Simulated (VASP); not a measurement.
A run of VASP 6.6.1:

INCAR

```
ALGO = Normal
EDIFF = 1E-6
EDIFFG = -0.01
ENCUT = 600
GGA = PE
IBRION = 2
ISIF = 3
ISMEAR = 0
ISPIN = 2
LASPH = T
LCHARG = F
LMAXMIX = 4
LORBIT = 11
LREAL = F
LWAVE = F
MAGMOM = 1.14 0
NELM = 150
NSW = 100
PREC = Accurate
SIGMA = 0.1
```

KPOINTS

```
k-points
0
Gamma
  14 14 14
```

File POSCAR:

```
FeSi
1.0
    0.0000000000      2.5791665720      2.5791665720
    2.5791665720      0.0000000000      2.5791665720
    2.5791665720      2.5791665720      0.0000000000
Fe Si
1 1
Direct
    0.0000000000      0.0000000000      0.0000000000
    0.2500000000      0.2500000000      0.2500000000
```

Potentials or basis: VASP PAW PBE potentials, release 64 (Fe, Si).

The run is started by

```sh
$ cat potpaw_PBE.64/Fe/POTCAR potpaw_PBE.64/Si/POTCAR > POTCAR
$ mpirun -np 1 vasp_std > vasp.out
```

Hardware: 1 thread of Oxide Virtual Turin-like Processor (shared host).

How long does it take, and how much memory?

It took 4 min on 1 thread of Oxide Virtual Turin-like Processor (shared host), peak memory 0.21 GiB. Counts: scf iterations 29, k points 104, ion steps 3.
